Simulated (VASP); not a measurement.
# Ga3As3H in VASP: single point with PBE

Aim: the single point of Ga3As3H with PBE.

Everything below comes from runs of VASP 6.6.1. Logs are shortened: lines on timing, memory, paths and dates and some standing lists are left out, and cuts for length are marked.

## 1. The cell of the first run

The cell holds a slab with vacuum, 7 atoms: a = 4.063 Å, b = 5.746 Å, c = 19.892 Å, α = 90.00°, β = 90.00°, γ = 90.00°.

## 2. Single point, PBE, collinear spin

INCAR

```
SYSTEM = Ga3As3H
PREC     = Accurate       ! precision mode
ENCUT    = 520            ! plane-wave cutoff, eV
EDIFF    = 1E-6           ! SCF threshold, eV
ISMEAR   = 0              ! smearing method
SIGMA    = 0.05           ! smearing width, eV
LREAL    = .False.        ! projectors in reciprocal space
LASPH    = .True.         ! aspherical terms in the spheres
NELM     = 150            ! most SCF steps
ALGO     = Normal         ! electronic algorithm
ISIF     = 2              ! what is computed and relaxed
LWAVE    = .False.        ! write WAVECAR
LCHARG   = .True.         ! write CHGCAR
ISPIN    = 2              ! spin polarisation
MAGMOM   = 0 0 0 0 0 0 1  ! initial moments
LORBIT   = 11             ! projections on sites
LDIPOL   = .True.       
IDIPOL   = 3            
DIPOL    = 0.5 0.5 0.300
GGA      = PE             ! functional
LELF     = .True.         ! ELF
LVHAR    = .True.       
LVACPOTAV= .True.       
NBANDS   = 40             ! bands
```

KPOINTS

```
regular mesh
0
Gamma
  7 5 1
  0 0 0
```

POSCAR

```
Ga3As3H
1.0
    4.0629609251      0.0000000000      0.0000000000
    0.0000000000      5.7458944437      0.0000000000
    0.0000000000      0.0000000000     19.8924416078
Ga As H
3 3 1
Direct
    0.5000000000      0.5000000000      0.2010813996
    0.0000000000      0.0635976529      0.3146195102
    0.5000000000      0.4877931194      0.3796180525
    0.0000000000      0.2500000000      0.2010813996
    0.5000000000      0.8095618192      0.2945553866
    0.0000000000      0.2894088168      0.4218909761
    0.0000000000      0.7894088168      0.2883590555
```

Potentials or basis: VASP PAW PBE potentials, release 64 (Ga_d, As, H).

Command:

```
cat potpaw_PBE.64/Ga_d/POTCAR potpaw_PBE.64/As/POTCAR potpaw_PBE.64/H/POTCAR > POTCAR
mpirun -np 1 vasp_std > vasp.out
```

OUTCAR:

```text
SYSTEM = Ga3As3H
   PREC = Accurate
   ENCUT = 520
   EDIFF = 1E-6
   ISMEAR = 0
   LREAL = .False.
   LASPH = .True.
   NELM = 150
   ISIF = 2
   ISPIN = 2
   LORBIT = 11
   GGA = PE

 ion  position               nearest neighbor table
   1  0.500  0.500  0.201-   4 2.49   4 2.49   5 2.57
   2  0.000  0.064  0.315-   7 1.66   6 2.50   4 2.50   5 2.53   5 2.53
   3  0.500  0.488  0.380-   6 2.48   6 2.48   5 2.51
   4  0.000  0.250  0.201-   1 2.49   1 2.49   2 2.50
   5  0.500  0.810  0.295-   3 2.51   2 2.53   2 2.53   1 2.57
   6  0.000  0.289  0.422-   3 2.48   3 2.48   2 2.50
   7  0.000  0.789  0.288-   2 1.66

  LATTYP: Found a simple orthorhombic cell.
 ALAT       =     4.0629609251
 B/A-ratio  =     1.4142135624
 C/A-ratio  =     4.8960455132

  Lattice vectors:

 A1 = (   4.0629609251,   0.0000000000,   0.0000000000)
 A2 = (   0.0000000000,   5.7458944437,   0.0000000000)
 A3 = (   0.0000000000,   0.0000000000,  19.8924416078)

Analysis of symmetry for initial positions (statically):
=====================================================================
 Subroutine PRICEL returns:
 Original cell was already a primitive cell.

 Routine SETGRP: Setting up the symmetry group for a
 simple orthorhombic supercell.

 Subroutine GETGRP returns: Found  2 space group operations
 (whereof  2 operations were pure point group operations)
 out of a pool of  8 trial point group operations.

The static configuration has the point symmetry C_1h.

Analysis of symmetry for dynamics (positions and initial velocities):
=====================================================================
 Subroutine PRICEL returns:
 Original cell was already a primitive cell.

 Routine SETGRP: Setting up the symmetry group for a
 simple orthorhombic supercell.

 Subroutine GETGRP returns: Found  2 space group operations
 (whereof  2 operations were pure point group operations)
 out of a pool of  8 trial point group operations.

The dynamic configuration has the point symmetry C_1h.

Analysis of structural, dynamic, and magnetic symmetry:
=====================================================================
 Subroutine PRICEL returns:
 Original cell was already a primitive cell.

 Routine SETGRP: Setting up the symmetry group for a
 simple orthorhombic supercell.

 Subroutine GETGRP returns: Found  2 space group operations
 (whereof  2 operations were pure point group operations)
 out of a pool of  8 trial point group operations.

The overall configuration has the point symmetry C_1h.

 Subroutine INISYM returns: Found  2 space group operations
 (whereof  2 operations are pure point group operations),
 and found     1 'primitive' translations

----------------------------------------------------------------------------------------

                                     Primitive cell

  volume of cell :     464.3959

  direct lattice vectors                    reciprocal lattice vectors
     4.062960925  0.000000000  0.000000000     0.246125921  0.000000000  0.000000000
     0.000000000  5.745894444  0.000000000     0.000000000  0.174037308  0.000000000
     0.000000000  0.000000000 19.892441608     0.000000000  0.000000000  0.050270350

  length of vectors
     4.062960925  5.745894444 19.892441608     0.246125921  0.174037308  0.050270350

  position of ions in fractional coordinates (direct lattice)
     0.500000000  0.500000000  0.201081400
     0.000000000  0.063597653  0.314619510
     0.500000000  0.487793119  0.379618052
     0.000000000  0.250000000  0.201081400
     0.500000000  0.809561819  0.294555387
     0.000000000  0.289408817  0.421890976
     0.000000000  0.789408817  0.288359056

  ion indices of the primitive-cell ions
   primitive index   ion index
                 1           1
                 2           2
                 3           3
                 4           4
                 5           5
                 6           6
                 7           7

----------------------------------------------------------------------------------------

 KPOINTS: regular mesh

Automatic generation of k-mesh.
 Grid dimensions read from file:
 generate k-points for:    7    5    1

 Generating k-lattice:

[... 38 lines left out ...]
 SYSTEM =  Ga3As3H
   PREC   = accura    normal or accurate (medium, high low for compatibility)
   ISTART =      0    job   : 0-new  1-cont  2-samecut
   ICHARG =      2    charge: 1-file 2-atom 10-const
   ISPIN  =      2    spin polarized calculation?
   LNONCOLLINEAR =      F non collinear calculations
   LSORBIT =      F    spin-orbit coupling
   LASPH  =      T    aspherical Exc in radial PAW
   ENCUT  =  520.0 eV  38.22 Ry    6.18 a.u.   7.55 10.68 36.99*2*pi/ulx,y,z
   NELM   =    150;   NELMIN=  2; NELMDL= -5     # of ELM steps
   EDIFF  = 0.1E-05   stopping-criterion for ELM
   LREAL  =      F    real-space projection
   EDIFFG = 0.1E-04   stopping-criterion for IOM
   NSW    =      0    number of steps for IOM
   IBRION =     -1    ionic relax: 0-MD 1-quasi-New 2-CG
   NFREE  =      0    steps in history (QN), initial steepest desc. (CG)
   ISIF   =      2    stress and relaxation
   ISYM   =      2    0-nonsym 1-usesym 2-fastsym
   POTIM  = 0.5000    time-step for ionic-motion
   TEBEG  =    0.0;   TEEND  =   0.0 temperature during run
   PSTRESS=    0.0 pullay stress
   NELECT =      55.0000    total number of electrons
   NUPDOWN=      -1.0000    fix difference up-down
   EMIN   =  10.00;   EMAX   =-10.00  energy-range for DOS
   EFERMI =   0.00;   METHOD = LEGACY
   ISMEAR =     0;   SIGMA  =   0.05  broadening in eV -4-tet -1-fermi 0-gaus
   EFERMI_NEDOS =   21; number of points for ismear=-14 and -15
   IALGO  =     38    algorithm
   IMIX   =      4    mixing-type and parameters
     AMIX     =   0.40;   BMIX     =  1.00
     AMIX_MAG =   1.60;   BMIX_MAG =  1.00
  volume/ion in A,a.u.               =      66.34       447.70
  Fermi-wavevector in a.u.,A,eV,Ry     =   0.803957  1.519259  8.794087  0.646347
  Thomas-Fermi vector in A             =   1.911923
   LORBIT       =     11    0 simple, 1 ext, 2 COOP (PROOUT), +10 PAW based schemes
   GGA     = PE    functional components
   LHFCALC =     F    Hartree Fock is set to
   AEXX    =    0.0000 exact exchange contribution
   IVDW    =     0    specifies the selected vdW correction
   LEPSILON=     F    determine dielectric tensor
   LRPA    =     F    only Hartree local field effects (RPA)
 spin polarized calculation
 Gauss-broadening in eV      SIGMA  =   0.05
  energy-cutoff  :      520.00
  volume of cell :      464.40
 maximum number of plane-waves:     12539
 NGX is ok and might be reduce to    30
   NGX = 15   NGY = 21   NGZ = 73

 dipolmoment           0.000000      0.000000     -0.000509 electrons x Angstroem

 number of electron      55.0000040 magnetization       0.7009174

 dipolmoment           0.000000      0.000000      0.003425 electrons x Angstroem

 Free energy of the ion-electron system (eV)
  ---------------------------------------------------
  ext. energy  EPLUGINS =         0.00000000
  ---------------------------------------------------
  free energy    TOTEN  =       -24.52867766 eV

  energy without entropy =      -24.52647055  energy(sigma->0) =      -24.52757410

 E-fermi :  -1.8800     XC(G=0):  -3.6610

 val. band max:       -1.9052669815   @ k =   0.2857   0.2000   0.0000
 cond. band min:      -1.8378384527   @ k =   0.1429   0.0000   0.0000
 fundamental gap:      0.0674285288
 Fermi energy:        -1.8800266690

 spin component 1

 k-point     1 :       0.0000    0.0000    0.0000
  band No.  band energies     occupation
      1     -17.2487      1.00000
      2     -17.2053      1.00000
      3     -17.1829      1.00000
      4     -17.1747      1.00000
      5     -17.1280      1.00000
      6     -17.1003      1.00000
[... 493 lines left out ...]
     38       4.0766      0.00000
     39       4.2665      0.00000
 Fermi energy:        -1.8800266690

 spin component 2

 k-point     1 :       0.0000    0.0000    0.0000
  band No.  band energies     occupation
      1     -17.2266      1.00000
      2     -17.1864      1.00000
      3     -17.1635      1.00000
      4     -17.1552      1.00000
      5     -17.1138      1.00000
      6     -17.0854      1.00000
[... 493 lines left out ...]
     38       4.1837      0.00000
     39       4.3350      0.00000
 [bands above 39 left out]

------------------------ aborting loop because EDIFF is reached ----------------------------------------

  FORCE on cell =-STRESS in cart. coord.  units (eV):
  Direction    XX          YY          ZZ          XY          YZ          ZX
  --------------------------------------------------------------------------------------
  -------------------------------------------------------------------------------------
  Total        1.5018618     -0.0223089      0.2480196      0.0000000      0.8681126      0.0000000
  in kB        5.1814601     -0.0769661      0.8556739      0.0000000      2.9950097      0.0000000
  external PRESSURE =       1.9867226 kB  Pullay stress =       0.0000000 kB

 VOLUME and BASIS-vectors are now :
 -----------------------------------------------------------------------------
  energy-cutoff  :      520.00
  volume of cell :      464.40
      direct lattice vectors                 reciprocal lattice vectors
     4.062960925  0.000000000  0.000000000     0.246125921  0.000000000  0.000000000
     0.000000000  5.745894444  0.000000000     0.000000000  0.174037308  0.000000000
     0.000000000  0.000000000 19.892441608     0.000000000  0.000000000  0.050270350

 POSITION                                       TOTAL-FORCE (eV/Angst)
 -----------------------------------------------------------------------------------
      2.03148      2.87295      4.00000         0.000000     -0.489894      0.614403
      0.00000      0.36543      6.25855         0.000000      1.831362      0.199197
      2.03148      2.80281      7.55153         0.000000     -0.003971     -0.056269
      0.00000      1.43647      4.00000         0.000000      0.239236     -0.737826
      2.03148      4.65166      5.85943         0.000000     -0.615790     -0.040826
      0.00000      1.66291      8.39244         0.000000     -0.165393      0.018914
      0.00000      4.53586      5.73617         0.000000     -0.795550      0.002407
 -----------------------------------------------------------------------------------
    total drift:                                0.000000      0.000559      0.000659

  FREE ENERGIE OF THE ION-ELECTRON SYSTEM (eV)
  ---------------------------------------------------
  free  energy   TOTEN  =       -24.5286776622 eV

  energy  without entropy=      -24.5264705465  energy(sigma->0) =      -24.52757410

 vacuum level on the upper side and lower side of the slab         2.617         2.591

 total charge

# of ion       s       p       d       tot
------------------------------------------
    1        0.976   0.596   9.962  11.534
    2        0.890   0.779  10.015  11.684
    3        0.951   0.645   9.964  11.560
    4        1.259   1.459   0.023   2.742
    5        1.267   1.454   0.046   2.767
    6        1.269   1.444   0.025   2.738
    7        0.498   0.019   0.000   0.517
--------------------------------------------------
tot          7.111   6.398  30.034  43.543

 magnetization (x)

# of ion       s       p       d       tot
------------------------------------------
    1        0.040   0.053  -0.001   0.092
    2        0.011   0.026   0.012   0.049
    3        0.009   0.041   0.000   0.050
    4        0.002   0.009   0.002   0.012
    5        0.018   0.060   0.008   0.086
    6        0.001  -0.002   0.001   0.001
    7        0.046   0.002   0.000   0.048
--------------------------------------------------
tot          0.126   0.188   0.023   0.337
```

Run time: 11 min. Hardware: 1 thread of Intel Xeon Platinum 8488C (Sapphire Rapids), shared host; peak memory 0.83 GiB.

Results:

```
Free energy                                           : -24.5287 eV
Largest force                                         : 1.842 eV/Å
Net moment                                            : 0.70 μB per cell
Site moments                                          : Ga +0.09, +0.05 (each value once); As +0.01, +0.09, +0.00; H +0.05 μB
Valence electrons inside the program's atomic spheres : Ga 11.53, 11.68, 11.56; As 2.74, 2.77 (each value once); H 0.52
```

Forces on the atoms (eV/Å):
```
Ga   0.000 -0.490  0.614
Ga   0.000  1.831  0.199
Ga   0.000 -0.004 -0.056
As   0.000  0.239 -0.738
As   0.000 -0.616 -0.041
As   0.000 -0.165  0.019
H    0.000 -0.796  0.002
```

Caveat: a moment this small can come from the mesh or the smearing.
